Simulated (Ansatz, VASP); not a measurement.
# Two plane-wave programs on HgTe

The input POSCAR:

```
HgTe
1.0
    0.0000000000      3.2891972858      3.2891972858
    3.2891972858      0.0000000000      3.2891972858
    3.2891972858      3.2891972858      0.0000000000
Hg Te
1 1
Direct
    0.0000000000      0.0000000000      0.0000000000
    0.2500000000      0.2500000000      0.2500000000
```

Contents of INCAR.step1:

```
PREC = Accurate ; ENCUT = 400
EDIFF = 1E-5 ; ISMEAR = -1
SIGMA = 0.02 ; LREAL = False
LASPH = True ; NELM = 120
ALGO = Normal ; ISIF = 2
LWAVE = True ; NBANDS = 16
GGA = PE ; GGA_COMPAT = False
```

INCAR.step2

```
PREC = Accurate ; ENCUT = 400
EDIFF = 1E-6 ; ISMEAR = -1
SIGMA = 0.02 ; LREAL = False
LASPH = True ; NELM = 120
ALGO = Normal ; ISIF = 2
LWAVE = False ; LCHARG = True
GGA = PE ; LHFCALC = True
AEXX = 0.3 ; HFSCREEN = 0.3
PRECFOCK = Normal ; LELF = True
LVHAR = True ; NBANDS = 16
ISTART = 1 ; GGA_COMPAT = False
```

KPOINTS

```
Automatic mesh
0
Gamma
  4 4 4
```

Input for Ansatz:

```yaml
crystal:
  lattice:
    - [0.0, 3.2891972858, 3.2891972858]
    - [3.2891972858, 0.0, 3.2891972858]
    - [3.2891972858, 3.2891972858, 0.0]
  atoms:
    - { symbol: Hg, position: [0.0, 0.0, 0.0] }
    - { symbol: Te, position: [0.25, 0.25, 0.25] }
kpoints:
  mp_grid: { grid: [4, 4, 4] }
hamiltonian:
  xc: { exchange: pbe, correlation: pbe, exx: { coeff: 0.3, omega: 0.3 } }
scf:
  occupations: { method: fermi_dirac, width: 0.02 }
  n_extra_bands: 4
output:
  forces: true
  stress: true
  eigenvalues: true
```

Alike in both runs: task single point; functional PBE-based screened hybrid; k mesh 4 × 4 × 4; occupations fermi-dirac, width 0.02 eV; no spin polarisation.

|  | VASP | Ansatz |
| --- | --- | --- |
| version | VASP 6.6.1 | Ansatz 0.2.0 |
| potentials or method | VASP PAW PBE potentials, release 64 (Hg, Te) | plane waves |
| plane-wave cutoff (eV) | 400 | 420 |
| valence electrons in the cell | 18 | 36 |

```tsv
	VASP	Ansatz	Ansatz less VASP
pressure (GPa)	0.0	0.1	+0.09
```

VASP's potentials were made for PBE, not for PBE-based screened hybrid. VASP's potentials hold 18 valence electrons a cell and Ansatz's 36, so a difference there can come from the potentials and not from the codes. Ansatz's warnings: filled band counts differ across k points, stress exchange threshold loose, stress scf threshold loose.

The k mesh is coarse, so the values compare programs but aren't converged. Spin-orbit coupling is off throughout.
